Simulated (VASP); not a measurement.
# NaF (Fm-3m) in VASP: a series of runs

The runs below take NaF through single point, with PBE, HSE06, PBE0.

All numbers are computed with VASP 6.6.1; they aren't measurements. Logs are shortened: lines on timing, memory, paths and dates and some standing lists are left out, and cuts for length are marked.

### 1 The cell of the first run

The structure is cubic, space group Fm-3m (No. 225). The conventional cell has a = 4.594 Å, b = 4.594 Å, c = 4.594 Å, α = 90.00°, β = 90.00°, γ = 90.00°. Na (site symmetry m-3m) has 6 F at 2.30 Å within 3.0 Å. F (site symmetry m-3m) has 6 Na at 2.30 Å within 3.0 Å.

### 2 Single point, PBE

Input file INCAR:

```
SYSTEM = NaF
PREC = Accurate
ENCUT = 520
EDIFF = 1E-6
ISMEAR = 0
SIGMA = 0.01
LREAL = .False.
LASPH = .True.
NELM = 60
ALGO = Normal
ISIF = 2
LWAVE = .False.
LCHARG = .False.
GGA = PE
NBANDS = 14
```

Input file KPOINTS:

```
Automatic mesh
0
Gamma
  10 10 10
  0 0 0
```

Input file POSCAR:

```
NaF
1.0
    0.0000000000      2.2972433049      2.2972433049
    2.2972433049      0.0000000000      2.2972433049
    2.2972433049      2.2972433049      0.0000000000
Na F
1 1
Direct
    0.0000000000      0.0000000000      0.0000000000
    0.5000000000      0.5000000000      0.5000000000
```

Potentials or basis: VASP PAW PBE potentials, release 64 (Na_pv, F).

Started as:

```bash
> cat potpaw_PBE.64/Na_pv/POTCAR potpaw_PBE.64/F/POTCAR > POTCAR
> mpirun -np 1 vasp_std > vasp.out
```

OUTCAR:

```text
SYSTEM = NaF
   PREC = Accurate
   ENCUT = 520
   EDIFF = 1E-6
   ISMEAR = 0
   LREAL = .False.
   LASPH = .True.
   NELM = 60
   ISIF = 2
   GGA = PE

 ion  position               nearest neighbor table
   1  0.000  0.000  0.000-   2 2.30   2 2.30   2 2.30   2 2.30   2 2.30   2 2.30
   2  0.500  0.500  0.500-   1 2.30   1 2.30   1 2.30   1 2.30   1 2.30   1 2.30

  LATTYP: Found a face centered cubic cell.
 ALAT       =     4.5944866098

  Lattice vectors:

 A1 = (   0.0000000000,   2.2972433049,   2.2972433049)
 A2 = (   2.2972433049,   0.0000000000,   2.2972433049)
 A3 = (   2.2972433049,   2.2972433049,   0.0000000000)

Analysis of symmetry for initial positions (statically):
=====================================================================
 Subroutine PRICEL returns:
 Original cell was already a primitive cell.

 Routine SETGRP: Setting up the symmetry group for a
 face centered cubic supercell.

 Subroutine GETGRP returns: Found 48 space group operations
 (whereof 48 operations were pure point group operations)
 out of a pool of 48 trial point group operations.

The static configuration has the point symmetry O_h .

Analysis of symmetry for dynamics (positions and initial velocities):
=====================================================================
 Subroutine PRICEL returns:
 Original cell was already a primitive cell.

 Routine SETGRP: Setting up the symmetry group for a
 face centered cubic supercell.

 Subroutine GETGRP returns: Found 48 space group operations
 (whereof 48 operations were pure point group operations)
 out of a pool of 48 trial point group operations.

The dynamic configuration has the point symmetry O_h .

 Subroutine INISYM returns: Found 48 space group operations
 (whereof 48 operations are pure point group operations),
 and found     1 'primitive' translations

----------------------------------------------------------------------------------------

                                     Primitive cell

  volume of cell :      24.2466

  direct lattice vectors                    reciprocal lattice vectors
     0.000000000  2.297243305  2.297243305    -0.217652174  0.217652174  0.217652174
     2.297243305  0.000000000  2.297243305     0.217652174 -0.217652174  0.217652174
     2.297243305  2.297243305  0.000000000     0.217652174  0.217652174 -0.217652174

  length of vectors
     3.248792638  3.248792638  3.248792638     0.376984624  0.376984624  0.376984624

  position of ions in fractional coordinates (direct lattice)
     0.000000000  0.000000000  0.000000000
     0.500000000  0.500000000  0.500000000

  ion indices of the primitive-cell ions
   primitive index   ion index
                 1           1
                 2           2

----------------------------------------------------------------------------------------

 KPOINTS: Automatic mesh

Automatic generation of k-mesh.
 Grid dimensions read from file:
 generate k-points for:   10   10   10

 Generating k-lattice:

  Cartesian coordinates                     Fractional coordinates (reciprocal lattice)
    -0.021765217  0.021765217  0.021765217     0.100000000  0.000000000  0.000000000
     0.021765217 -0.021765217  0.021765217     0.000000000  0.100000000  0.000000000
     0.021765217  0.021765217 -0.021765217     0.000000000  0.000000000  0.100000000

  Length of vectors
     0.037698462  0.037698462  0.037698462

  Shift w.r.t. Gamma in fractional coordinates (k-lattice)
     0.000000000  0.000000000  0.000000000

 Subroutine IBZKPT returns following result:
 ===========================================

 Found     47 irreducible k-points:

 Following reciprocal coordinates:
            Coordinates               Weight
  0.000000  0.000000  0.000000      1.000000
  0.100000  0.000000  0.000000      8.000000
  0.200000  0.000000  0.000000      8.000000
  0.300000  0.000000  0.000000      8.000000
  0.400000  0.000000  0.000000      8.000000
  0.500000  0.000000  0.000000      4.000000
[... 16 lines left out ...]
  0.300000  0.300000  0.000000      6.000000
  0.400000  0.300000  0.000000     24.000000
 [... further k-points ...]
   k-points           NKPTS =     47   k-points in BZ     NKDIM =     47   number of bands    NBANDS=     14
   number of dos      NEDOS =    301   number of ions     NIONS =      2
   total plane-waves  NPLWV =  13824
   dimension x,y,z NGX =    24 NGY =   24 NGZ =   24
   dimension x,y,z NGXF=    48 NGYF=   48 NGZF=   48
   ions per type =               1   1
   NGX,Y,Z   is equivalent  to a cutoff of  12.28, 12.28, 12.28 a.u.
   NGXF,Y,Z  is equivalent  to a cutoff of  24.56, 24.56, 24.56 a.u.
 SYSTEM =  NaF
   PREC   = accura    normal or accurate (medium, high low for compatibility)
   ISTART =      0    job   : 0-new  1-cont  2-samecut
   ICHARG =      2    charge: 1-file 2-atom 10-const
   ISPIN  =      1    spin polarized calculation?
   LNONCOLLINEAR =      F non collinear calculations
   LSORBIT =      F    spin-orbit coupling
   LASPH  =      T    aspherical Exc in radial PAW
   ENCUT  =  520.0 eV  38.22 Ry    6.18 a.u.   6.04  6.04  6.04*2*pi/ulx,y,z
   NELM   =     60;   NELMIN=  2; NELMDL= -5     # of ELM steps
   EDIFF  = 0.1E-05   stopping-criterion for ELM
   LREAL  =      F    real-space projection
   EDIFFG = 0.1E-04   stopping-criterion for IOM
   NSW    =      0    number of steps for IOM
   IBRION =     -1    ionic relax: 0-MD 1-quasi-New 2-CG
   NFREE  =      0    steps in history (QN), initial steepest desc. (CG)
   ISIF   =      2    stress and relaxation
   ISYM   =      2    0-nonsym 1-usesym 2-fastsym
   POTIM  = 0.5000    time-step for ionic-motion
   TEBEG  =    0.0;   TEEND  =   0.0 temperature during run
   PSTRESS=    0.0 pullay stress
   NELECT =      14.0000    total number of electrons
   NUPDOWN=      -1.0000    fix difference up-down
   EMIN   =  10.00;   EMAX   =-10.00  energy-range for DOS
   EFERMI =   0.00;   METHOD = LEGACY
   ISMEAR =     0;   SIGMA  =   0.01  broadening in eV -4-tet -1-fermi 0-gaus
   EFERMI_NEDOS =   21; number of points for ismear=-14 and -15
   IALGO  =     38    algorithm
   IMIX   =      4    mixing-type and parameters
     AMIX     =   0.40;   BMIX     =  1.00
     AMIX_MAG =   1.60;   BMIX_MAG =  1.00
  volume/ion in A,a.u.               =      12.12        81.81
  Fermi-wavevector in a.u.,A,eV,Ry     =   1.363224  2.576120 25.284786  1.858379
  Thomas-Fermi vector in A             =   2.489645
   LORBIT       =      0    0 simple, 1 ext, 2 COOP (PROOUT), +10 PAW based schemes
   GGA     = PE    functional components
   LHFCALC =     F    Hartree Fock is set to
   AEXX    =    0.0000 exact exchange contribution
   IVDW    =     0    specifies the selected vdW correction
   LEPSILON=     F    determine dielectric tensor
   LRPA    =     F    only Hartree local field effects (RPA)
 non-spin polarized calculation
 Gauss-broadening in eV      SIGMA  =   0.01
  energy-cutoff  :      520.00
  volume of cell :       24.25
 maximum number of plane-waves:       666
   NGX = 13   NGY = 13   NGZ = 13

 number of electron      13.9999992 magnetization

 Free energy of the ion-electron system (eV)
  ---------------------------------------------------
  ext. energy  EPLUGINS =         0.00000000
  ---------------------------------------------------
  free energy    TOTEN  =        -8.54958209 eV

  energy without entropy =       -8.54958209  energy(sigma->0) =       -8.54958209

 E-fermi :  -1.8054     XC(G=0):  -9.2786

 val. band max:       -1.9700697831   @ k =   0.0000   0.0000   0.0000
 cond. band min:       4.4700354356   @ k =   0.0000   0.0000   0.0000
 fundamental gap:      6.4401052187
 Fermi energy:        -1.8053562971

 k-point     1 :       0.0000    0.0000    0.0000
  band No.  band energies     occupation
      1     -21.1878      2.00000
      2     -20.8410      2.00000
      3     -20.8410      2.00000
      4     -20.8410      2.00000
      5      -1.9701      2.00000
      6      -1.9701      2.00000
      7      -1.9701      2.00000
      8       4.4700      0.00000
      9      17.1905      0.00000
     10      17.1905      0.00000
     11      17.1905      0.00000
     12      20.1055      0.00000
     13      22.3124      0.00000
     14      22.3124      0.00000

 k-point     2 :       0.1000    0.0000    0.0000
  band No.  band energies     occupation
      1     -21.3184      2.00000
      2     -20.8422      2.00000
      3     -20.8422      2.00000
      4     -20.6963      2.00000
      5      -2.1733      2.00000
      6      -1.9963      2.00000
      7      -1.9962      2.00000
      8       4.8345      0.00000
      9      15.9020      0.00000
     10      17.3536      0.00000
     11      17.3536      0.00000
     12      21.5725      0.00000
     13      21.9193      0.00000
     14      21.9193      0.00000

 k-point     3 :       0.2000    0.0000    0.0000
  band No.  band energies     occupation
      1     -21.5108      2.00000
      2     -20.8455      2.00000
      3     -20.8455      2.00000
      4     -20.4668      2.00000
      5      -2.6413      2.00000
      6      -2.0641      2.00000
      7      -2.0641      2.00000
      8       5.7716      0.00000
      9      14.1379      0.00000
     10      17.7667      0.00000
     11      17.7667      0.00000
     12      21.3057      0.00000
     13      21.3058      0.00000
     14      22.8111      0.00000

 k-point     4 :       0.3000    0.0000    0.0000
  band No.  band energies     occupation
      1     -21.6668      2.00000
      2     -20.8495      2.00000
      3     -20.8495      2.00000
      4     -20.2640      2.00000
      5      -3.1343      2.00000
      6      -2.1468      2.00000
      7      -2.1468      2.00000
      8       6.9954      0.00000
      9      12.6395      0.00000
     10      18.1925      0.00000
     11      18.1925      0.00000
     12      21.0124      0.00000
     13      21.0124      0.00000
     14      22.6034      0.00000

 k-point     5 :       0.4000    0.0000    0.0000
  band No.  band energies     occupation
      1     -21.7655      2.00000
      2     -20.8527      2.00000
      3     -20.8527      2.00000
      4     -20.1266      2.00000
      5      -3.4874      2.00000
      6      -2.2126      2.00000
      7      -2.2126      2.00000
      8       8.2398      0.00000
      9      11.4098      0.00000
     10      18.3900      0.00000
     11      18.3900      0.00000
[... 276 lines left out ...]
 k-point    22 :      -0.2000    0.2000    0.0000
  band No.  band energies     occupation
      1     -21.6268      2.00000
      2     -20.8849      2.00000
      3     -20.8468      2.00000
      4     -20.2777      2.00000
      5      -3.0744      2.00000
      6      -2.3499      2.00000
      7      -2.1628      2.00000
      8       7.4307      0.00000
      9      12.7136      0.00000
     10      16.3533      0.00000
     11      19.3992      0.00000
     12      19.4472      0.00000
     13      21.0206      0.00000
     14      24.9727      0.00000

 k-point    23 :       0.3000    0.3000    0.0000
  band No.  band energies     occupation
      1     -21.4443      2.00000
      2     -20.8786      2.00000
      3     -20.8786      2.00000
      4     -20.4717      2.00000
      5      -3.0685      2.00000
      6      -2.2535      2.00000
      7      -2.2535      2.00000
      8       7.7853      0.00000
      9      12.5331      0.00000
     10      16.1791      0.00000
     11      17.8422      0.00000
     12      17.8422      0.00000
     13      24.0889      0.00000
     14      24.6030      0.00000

 k-point    24 :       0.4000    0.3000    0.0000
  band No.  band energies     occupation
      1     -21.4142      2.00000
      2     -20.8931      2.00000
      3     -20.8844      2.00000
      4     -20.4842      2.00000
      5      -3.1826      2.00000
      6      -2.3651      2.00000
      7      -2.3073      2.00000
      8       8.8012      0.00000
      9      11.9907      0.00000
     10      15.0368      0.00000
     11      17.9410      0.00000
     12      17.9881      0.00000
     13      23.8344      0.00000
     14      24.9938      0.00000

 [... further k-points ...]

------------------------ aborting loop because EDIFF is reached ----------------------------------------

  FORCE on cell =-STRESS in cart. coord.  units (eV):
  Direction    XX          YY          ZZ          XY          YZ          ZX
  --------------------------------------------------------------------------------------
  -------------------------------------------------------------------------------------
  Total        0.5289266      0.5289266      0.5289266      0.0000000      0.0000000     -0.0000000
  in kB       34.9506282     34.9506282     34.9506282      0.0000000      0.0000000     -0.0000000
  external PRESSURE =      34.9506282 kB  Pullay stress =       0.0000000 kB

 VOLUME and BASIS-vectors are now :
 -----------------------------------------------------------------------------
  energy-cutoff  :      520.00
  volume of cell :       24.25
      direct lattice vectors                 reciprocal lattice vectors
     0.000000000  2.297243305  2.297243305    -0.217652174  0.217652174  0.217652174
     2.297243305  0.000000000  2.297243305     0.217652174 -0.217652174  0.217652174
     2.297243305  2.297243305  0.000000000     0.217652174  0.217652174 -0.217652174

 POSITION                                       TOTAL-FORCE (eV/Angst)
 -----------------------------------------------------------------------------------
      0.00000      0.00000      0.00000        -0.000000     -0.000000     -0.000000
      2.29724      2.29724      2.29724         0.000000      0.000000      0.000000
 -----------------------------------------------------------------------------------
    total drift:                                0.000000     -0.000000      0.000000

  FREE ENERGIE OF THE ION-ELECTRON SYSTEM (eV)
  ---------------------------------------------------
  free  energy   TOTEN  =        -8.5495820932 eV

  energy  without entropy=       -8.5495820932  energy(sigma->0) =       -8.54958209
```

Run time: 17 s. Hardware: 1 thread of Oxide Virtual Turin-like, shared host; peak memory 0.11 GiB.

Results:

- Free energy: -8.5496 eV
- Pressure: 3.5 GPa
- Band gap on the k mesh: 6.44 eV

Caveat: the cell stands under pressure. A k mesh can miss the band edges.

(Continued in part 2 of 2.)
